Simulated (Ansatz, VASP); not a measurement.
SiNi2: VASP beside Ansatz

File INCAR:

```
SYSTEM = SiNi2
ALGO     = Fast           ! electronic algorithm
EDIFF    = 1E-6           ! SCF threshold, eV
ENCUT    = 520            ! plane-wave cutoff, eV
GGA      = PS             ! functional
ISIF     = 2              ! what is computed and relaxed
ISMEAR   = 0              ! smearing method
LASPH    = .TRUE.         ! aspherical terms in the spheres
LCHARG   = .FALSE.        ! write CHGCAR
LREAL    = .FALSE.        ! projectors in reciprocal space
LWAVE    = .FALSE.        ! write WAVECAR
NBANDS   = 33             ! bands
NELM     = 60             ! most SCF steps
PREC     = Accurate       ! precision mode
SIGMA    = 0.15           ! smearing width, eV
```

File KPOINTS:

```
k-points
0
G
  12 12 10
  0 0 0
```

POSCAR

```
SiNi2
1.0
    3.9845175335      0.0000000000      0.0000000000
   -1.9922587668      3.4506934059      0.0000000000
    0.0000000000      0.0000000000      4.9169852794
Si Ni
2 4
Direct
    0.3333333333      0.6666666667      0.7500000000
    0.6666666667      0.3333333333      0.2500000000
    0.0000000000      0.0000000000      0.0000000000
    0.0000000000      0.0000000000      0.5000000000
    0.3333333333      0.6666666667      0.2500000000
    0.6666666667      0.3333333333      0.7500000000
```

Input for Ansatz:

```yaml
crystal:
  lattice:
    - [3.9845175335, 0.0, 0.0]
    - [-1.9922587668, 3.4506934059, 0.0]
    - [0.0, 0.0, 4.9169852794]
  atoms:
    - { symbol: Si, position: [0.3333333333, 0.6666666667, 0.75] }
    - { symbol: Si, position: [0.6666666667, 0.3333333333, 0.25] }
    - { symbol: Ni, position: [0.0, 0.0, 0.0] }
    - { symbol: Ni, position: [0.0, 0.0, 0.5] }
    - { symbol: Ni, position: [0.3333333333, 0.6666666667, 0.25] }
    - { symbol: Ni, position: [0.6666666667, 0.3333333333, 0.75] }
basis:
  ecutwfc: 420
kpoints:
  mp_grid: { grid: [12, 12, 10] }
hamiltonian:
  xc: pbesol
scf:
  occupations: { method: gaussian, width: 0.15 }
output:
  forces: true
  stress: true
  eigenvalues: true
```

Change from the starting cell: strain +0.030 along x and y, +0.000 along z, atoms carried along.

Alike in both runs: task single point; functional PBEsol; k mesh 12 × 12 × 10; occupations gaussian, width 0.15 eV; no spin polarisation.

|  | VASP | Ansatz |
| --- | --- | --- |
| version | VASP 6.6.1 | Ansatz 0.2.0 |
| potentials or method | VASP PAW PBE potentials, release 64 (Si, Ni), cutoff 520 eV | scalar-relativistic, plane waves, PAW |
| valence electrons in the cell | 48 | 80 |

```csv
,VASP,Ansatz,Ansatz less VASP
gap on the k mesh at the Fermi level (eV),none,none,-
pressure (GPa),-11.8,-12.1,-0.30
"traceless stress, the component that is largest in VASP (GPa)",5.79,5.93,+0.139
```

VASP's potentials were made for PBE, not for PBEsol. A gap of «none» marks a metal or a gap that the smearing closes. VASP's potentials hold 48 valence electrons a cell and Ansatz's 80, so a difference there can come from the potentials and not from the codes.
